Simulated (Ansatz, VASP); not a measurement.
Mg in VASP and in Ansatz

```
CELL_PARAMETERS angstrom
0.00000 2.24956 2.24956
2.24956 0.00000 2.24956
2.24956 2.24956 0.00000
ATOMIC_POSITIONS crystal
Mg 0.00000 0.00000 0.00000
```

Alike in both runs: task single point; functional BLYP; k mesh 13 × 13 × 13; occupations fermi-dirac, width 0.1 eV; no spin polarisation.

|  | VASP | Ansatz |
| --- | --- | --- |
| version | VASP 6.6.1 | Ansatz 0.2.0 |
| potentials or method | VASP PAW PBE potentials, release 64 (Mg), cutoff 520 eV | plane waves (420 eV) with PAW, scalar-relativistic |
| valence electrons in the cell | 2 | 10 |

|  | VASP | Ansatz | Ansatz less VASP |
| --- | --- | --- | --- |
| pressure (GPa) | 1.3 | 1.4 | +0.04 |

VASP's potentials were made for PBE, not for BLYP. VASP's potentials hold 2 valence electrons a cell and Ansatz's 10, so a difference there can come from the potentials and not from the codes.
